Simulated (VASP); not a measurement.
The system is AlRu.

```
CELL_PARAMETERS angstrom
3.60133 0.00000 0.00000
-1.80067 3.11884 0.00000
0.00000 0.00000 4.75845
ATOMIC_POSITIONS crystal
Al 0.00000 0.00000 0.50000
Al 0.00000 0.00000 0.00000
Ru 0.66667 0.33333 0.75000
Ru 0.33333 0.66667 0.25000
```

```yaml
Program: VASP 6.6.1
Task: relaxation of cell and atoms
Functional: PBE
Potentials_or_basis: VASP PAW PBE potentials, release 64 (Al, Ru_pv)
Cutoff: 600 eV
k_mesh: 6 × 6 × 4
Occupations: gaussian, width 0.1 eV
Spin: no spin polarisation
```

At the start: pressure 33.3 GPa; volume 13.36 Å³/atom.

Question: How do energy, volume and symmetry change on relaxing?

Answer: Over 32 steps the energy falls by 648.3 meV/atom and the volume is 14.10 Å³/atom (+5.5 %); space group P6_3/mmc (No. 194, to 0.05 Å).

Step by step:
```csv
step,energy change (eV),largest force (eV/Å),pressure (GPa),volume (Å³)
1,0.0000,0.0000,33.30,53.45
2,0.2408,0.0000,-19.62,77.90
3,-0.8641,0.0000,-1.40,63.37
4,-0.8656,0.0000,-0.49,62.99
5,-0.8655,0.0000,-0.02,62.79
6,-0.8875,0.0000,0.16,62.69
7,-0.9061,0.0000,0.55,62.50
8,-0.9540,0.0000,1.23,61.99
9,-1.0553,0.0000,3.44,60.50
10,-1.7933,0.0000,10.93,55.85
11,3.2282,0.0000,118.54,41.80
12,-2.0204,0.0000,15.71,53.98
13,-1.6776,0.0000,41.82,48.29
14,-1.9568,0.0000,33.53,49.63
15,-1.8483,0.0000,37.16,49.01
16,-1.8499,0.0000,37.14,49.01
17,-1.8542,0.0000,37.05,49.02
18,-1.8602,0.0000,36.67,49.03
19,-1.8620,0.0000,36.14,49.05
20,-1.8697,0.0000,35.87,49.09
21,-1.8924,0.0000,35.19,49.19
22,-1.9365,0.0000,33.80,49.39
23,-2.0199,0.0000,31.10,49.80
24,-2.1676,0.0000,25.97,50.62
25,-2.3912,0.0000,16.73,52.28
26,-2.5868,0.0000,1.82,55.71
27,-2.5906,0.0000,-0.09,56.24
28,-2.5906,0.0000,-0.60,56.39
29,-2.5910,0.0000,-0.58,56.39
30,-2.5920,0.0000,-0.50,56.39
31,-2.5931,0.0000,-0.24,56.39
32,-2.5932,0.0000,-0.19,56.39
```

Final structure:
```xyz
4
Lattice="2.8667 0.0000 0.0000 -1.4333 2.4826 0.0000 0.0000 0.0000 7.9229" Properties=species:S:1:pos:R:3 pbc="T T T"
Al    0.0000    0.0000    3.9614
Al   -1.4333    2.4826    0.0000
Ru    1.4333    0.8275    5.9421
Ru    0.0000    1.6551    1.9807
```
